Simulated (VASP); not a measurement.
# Co (P6_3/mmc) in VASP: notebook, part 2 of 2

VASP 6.6.1. Earlier steps stand in the parts before.

## 4. Single point, PBE, collinear spin, ferromagnetic start

This run uses another cell than the first one, of 11.98 Å³/atom, 1.130 times its volume.

INCAR

```
SYSTEM = Co
PREC = Accurate
ENCUT = 520
EDIFF = 1E-6
ISMEAR = 0
SIGMA = 0.15
LREAL = .False.
LASPH = .True.
NELM = 150
ALGO = Normal
ISIF = 2
LWAVE = .False.
LCHARG = .True.
ISPIN = 2
MAGMOM = 1.86 1.86
LORBIT = 11
LMAXMIX = 4
GGA = PE
LELF = .True.
LVHAR = .True.
NBANDS = 20
```

KPOINTS

```
Automatic mesh
0
Gamma
  21 21 12
  0 0 0
```

POSCAR

```
Co
1.0
    2.5682000000      0.0000000000      0.0000000000
   -1.2841000000      2.2241264420      0.0000000000
    0.0000000000      0.0000000000      4.1936000000
Co
2
Direct
    0.3333333333      0.6666666667      0.2500000000
    0.6666666667      0.3333333333      0.7500000000
```

Potentials or basis: VASP PAW PBE potentials, release 64 (Co).

Launch:

```console
> cat potpaw_PBE.64/Co/POTCAR > POTCAR
> mpirun -np 1 vasp_std > vasp.out
```

OUTCAR:

```text
SYSTEM = Co
   PREC = Accurate
   ENCUT = 520
   EDIFF = 1E-6
   ISMEAR = 0
   LREAL = .False.
   LASPH = .True.
   NELM = 150
   ISIF = 2
   ISPIN = 2
   LORBIT = 11
   GGA = PE

 ion  position               nearest neighbor table
   1  0.333  0.667  0.250-   2 2.57   2 2.57   2 2.57   2 2.57   2 2.57   2 2.57
   2  0.667  0.333  0.750-   1 2.57   1 2.57   1 2.57   1 2.57   1 2.57   1 2.57

  LATTYP: Found a hexagonal cell.
 ALAT       =     2.5682000000
 C/A-ratio  =     1.6328946344

  Lattice vectors:

 A1 = (   2.5682000000,   0.0000000000,   0.0000000000)
 A2 = (  -1.2841000000,   2.2241264420,   0.0000000000)
 A3 = (   0.0000000000,   0.0000000000,   4.1936000000)

Analysis of symmetry for initial positions (statically):
=====================================================================
 Subroutine PRICEL returns:
 Original cell was already a primitive cell.

 Routine SETGRP: Setting up the symmetry group for a
 hexagonal supercell.

 Subroutine GETGRP returns: Found 24 space group operations
 (whereof 12 operations were pure point group operations)
 out of a pool of 24 trial point group operations.

The static configuration has the point symmetry D_3d.
 The point group associated with its full space group is D_6h.

Analysis of symmetry for dynamics (positions and initial velocities):
=====================================================================
 Subroutine PRICEL returns:
 Original cell was already a primitive cell.

 Routine SETGRP: Setting up the symmetry group for a
 hexagonal supercell.

 Subroutine GETGRP returns: Found 24 space group operations
 (whereof 12 operations were pure point group operations)
 out of a pool of 24 trial point group operations.

The dynamic configuration has the point symmetry D_3d.
 The point group associated with its full space group is D_6h.

Analysis of structural, dynamic, and magnetic symmetry:
=====================================================================
 Subroutine PRICEL returns:
 Original cell was already a primitive cell.

 Routine SETGRP: Setting up the symmetry group for a
 hexagonal supercell.

 Subroutine GETGRP returns: Found 24 space group operations
 (whereof 12 operations were pure point group operations)
 out of a pool of 24 trial point group operations.

The overall configuration has the point symmetry D_3d.
 The point group associated with its full space group is D_6h.

 Subroutine INISYM returns: Found 24 space group operations
 (whereof 12 operations are pure point group operations),
 and found     1 'primitive' translations

----------------------------------------------------------------------------------------

                                     Primitive cell

  volume of cell :      23.9538

  direct lattice vectors                    reciprocal lattice vectors
     2.568200000  0.000000000  0.000000000     0.389377774  0.224807363  0.000000000
    -1.284100000  2.224126442  0.000000000     0.000000000  0.449614726  0.000000000
     0.000000000  0.000000000  4.193600000     0.000000000  0.000000000  0.238458604

  length of vectors
     2.568200000  2.568200000  4.193600000     0.449614726  0.449614726  0.238458604

  position of ions in fractional coordinates (direct lattice)
     0.333333333  0.666666667  0.250000000
     0.666666667  0.333333333  0.750000000

  ion indices of the primitive-cell ions
   primitive index   ion index
                 1           1
[... 63 lines left out ...]
 SYSTEM =  Co
   PREC   = accura    normal or accurate (medium, high low for compatibility)
   ISTART =      0    job   : 0-new  1-cont  2-samecut
   ICHARG =      2    charge: 1-file 2-atom 10-const
   ISPIN  =      2    spin polarized calculation?
   LNONCOLLINEAR =      F non collinear calculations
   LSORBIT =      F    spin-orbit coupling
   LASPH  =      T    aspherical Exc in radial PAW
   ENCUT  =  520.0 eV  38.22 Ry    6.18 a.u.   4.78  4.78  7.80*2*pi/ulx,y,z
   NELM   =    150;   NELMIN=  2; NELMDL= -5     # of ELM steps
   EDIFF  = 0.1E-05   stopping-criterion for ELM
   LREAL  =      F    real-space projection
   EDIFFG = 0.1E-04   stopping-criterion for IOM
   NSW    =      0    number of steps for IOM
   IBRION =     -1    ionic relax: 0-MD 1-quasi-New 2-CG
   NFREE  =      0    steps in history (QN), initial steepest desc. (CG)
   ISIF   =      2    stress and relaxation
   ISYM   =      2    0-nonsym 1-usesym 2-fastsym
   POTIM  = 0.5000    time-step for ionic-motion
   TEBEG  =    0.0;   TEEND  =   0.0 temperature during run
   PSTRESS=    0.0 pullay stress
   NELECT =      18.0000    total number of electrons
   NUPDOWN=      -1.0000    fix difference up-down
   EMIN   =  10.00;   EMAX   =-10.00  energy-range for DOS
   EFERMI =   0.00;   METHOD = LEGACY
   ISMEAR =     0;   SIGMA  =   0.15  broadening in eV -4-tet -1-fermi 0-gaus
   EFERMI_NEDOS =   21; number of points for ismear=-14 and -15
   IALGO  =     38    algorithm
   IMIX   =      4    mixing-type and parameters
     AMIX     =   0.40;   BMIX     =  1.00
     AMIX_MAG =   1.60;   BMIX_MAG =  1.00
  volume/ion in A,a.u.               =      11.98        80.82
  Fermi-wavevector in a.u.,A,eV,Ry     =   1.488357  2.812588 30.139731  2.215208
  Thomas-Fermi vector in A             =   2.601402
   LORBIT       =     11    0 simple, 1 ext, 2 COOP (PROOUT), +10 PAW based schemes
   GGA     = PE    functional components
   LHFCALC =     F    Hartree Fock is set to
   AEXX    =    0.0000 exact exchange contribution
   IVDW    =     0    specifies the selected vdW correction
   LEPSILON=     F    determine dielectric tensor
   LRPA    =     F    only Hartree local field effects (RPA)
 spin polarized calculation
 Gauss-broadening in eV      SIGMA  =   0.15
  energy-cutoff  :      520.00
  volume of cell :       23.95
 maximum number of plane-waves:       664
 NGX is ok and might be reduce to    20
   NGX =  9   NGY =  9   NGZ = 15

 number of electron      18.0000006 magnetization       3.3603437

 Free energy of the ion-electron system (eV)
  ---------------------------------------------------
  ext. energy  EPLUGINS =         0.00000000
  ---------------------------------------------------
  free energy    TOTEN  =       -13.94696681 eV

  energy without entropy =      -13.92421249  energy(sigma->0) =      -13.93558965

 E-fermi :   8.9368     XC(G=0): -12.8337

 val. band max:        8.9340154393   @ k =   0.1905   0.1429   0.4167
 cond. band min:       8.9383715818   @ k =   0.4286  -0.0000   0.5000
 fundamental gap:      0.0043561425
 Fermi energy:         8.9367629611

 spin component 1

 k-point     1 :       0.0000    0.0000    0.0000
  band No.  band energies     occupation
      1       0.5881      1.00000
      2       4.2125      1.00000
      3       6.3851      1.00000
      4       6.4483      1.00000
      5       6.4483      1.00000
      6       6.7015      1.00000
[... 541 lines left out ...]
     19      32.3802      0.00000
     20      33.0942      0.00000

 [... further k-points ...]

 spin component 2

 k-point     1 :       0.0000    0.0000    0.0000
  band No.  band energies     occupation
      1       0.5635      1.00000
      2       5.1803      1.00000
      3       8.0669      1.00000
      4       8.1557      1.00000
      5       8.1557      1.00000
      6       8.4592      1.00000
[... 541 lines left out ...]
     19      32.6022      0.00000
     20      33.4865      0.00000

 [... further k-points ...]
[... 5 lines left out ...]
  --------------------------------------------------------------------------------------
  -------------------------------------------------------------------------------------
  Total       -2.4069464     -2.4069464     -2.6880460     -0.0000000      0.0000000      0.0000000
  in kB     -160.9910315   -160.9910315   -179.7926601     -0.0000000      0.0000000      0.0000000
  external PRESSURE =    -167.2582410 kB  Pullay stress =       0.0000000 kB

 VOLUME and BASIS-vectors are now :
 -----------------------------------------------------------------------------
  energy-cutoff  :      520.00
  volume of cell :       23.95
      direct lattice vectors                 reciprocal lattice vectors
     2.568200000  0.000000000  0.000000000     0.389377774  0.224807363  0.000000000
    -1.284100000  2.224126442  0.000000000     0.000000000  0.449614726  0.000000000
     0.000000000  0.000000000  4.193600000     0.000000000  0.000000000  0.238458604

 POSITION                                       TOTAL-FORCE (eV/Angst)
 -----------------------------------------------------------------------------------
     -0.00000      1.48275      1.04840        -0.000000      0.000000      0.000000
      1.28410      0.74138      3.14520         0.000000     -0.000000      0.000000
 -----------------------------------------------------------------------------------
    total drift:                                0.000000      0.000000     -0.000000

  FREE ENERGIE OF THE ION-ELECTRON SYSTEM (eV)
  ---------------------------------------------------
  free  energy   TOTEN  =       -13.9469668098 eV

  energy  without entropy=      -13.9242124929  energy(sigma->0) =      -13.93558965

 total charge

# of ion       s       p       d       tot
------------------------------------------
    1        0.450   0.442   7.205   8.097
    2        0.450   0.442   7.205   8.097
--------------------------------------------------
tot          0.901   0.884  14.409  16.194

 magnetization (x)

# of ion       s       p       d       tot
------------------------------------------
    1       -0.013  -0.052   1.785   1.720
    2       -0.013  -0.052   1.785   1.720
--------------------------------------------------
tot         -0.027  -0.103   3.570   3.440
```

stdout:

```text
POSCAR found type information on POSCAR Co
 POSCAR found :  1 types and       2 ions
 scaLAPACK will be used
 LDA part: xc-table for (Slater+PW92), standard interpolation
 POSCAR, INCAR and KPOINTS ok, starting setup
 FFT: planning ... GRIDC
 FFT: planning ... GRID_SOFT
 FFT: planning ... GRID
 WAVECAR not read
 entering main loop
```

It took 4.9 min on 1 thread of Oxide Virtual Turin-like, shared host; peak memory 0.28 GiB.

Results:

- Free energy: -13.9470 eV
- Pressure: -16.7 GPa
- Net moment: 3.36 μB per cell
- Site moments: Co +1.72 μB
- Valence electrons inside the program's atomic spheres: Co 8.10

Stress tensor (GPa, compression positive):
```
-16.10   0.00   0.00
  0.00 -16.10   0.00
  0.00   0.00 -17.98
```

## 5. The runs side by side

| cell | gap on the mesh (eV) | pressure (GPa) | moment (μB) |
| --- | --- | --- | --- |
| a = 2.568, b = 2.568, c = 3.710 Å, angles 90.0, 90.0, 120.0°, 2 atoms | none | 7.7 | 3.13 |
| a = 2.493, b = 2.493, c = 3.932 Å, angles 90.0, 90.0, 120.0°, 2 atoms | none | 5.1 | 3.15 |
| a = 2.568, b = 2.568, c = 4.194 Å, angles 90.0, 90.0, 120.0°, 2 atoms | none | -16.7 | 3.36 |

Alike in all rows: task single point; level PBE; potentials or basis VASP PAW PBE potentials, release 64 (Co); spin collinear, ferromagnetic start; k mesh 21 × 21 × 12; cutoff (eV) 520; smearing gaussian 0.15 eV.

Total energies depend on the potentials used, so only differences within one code and one set of settings carry meaning.
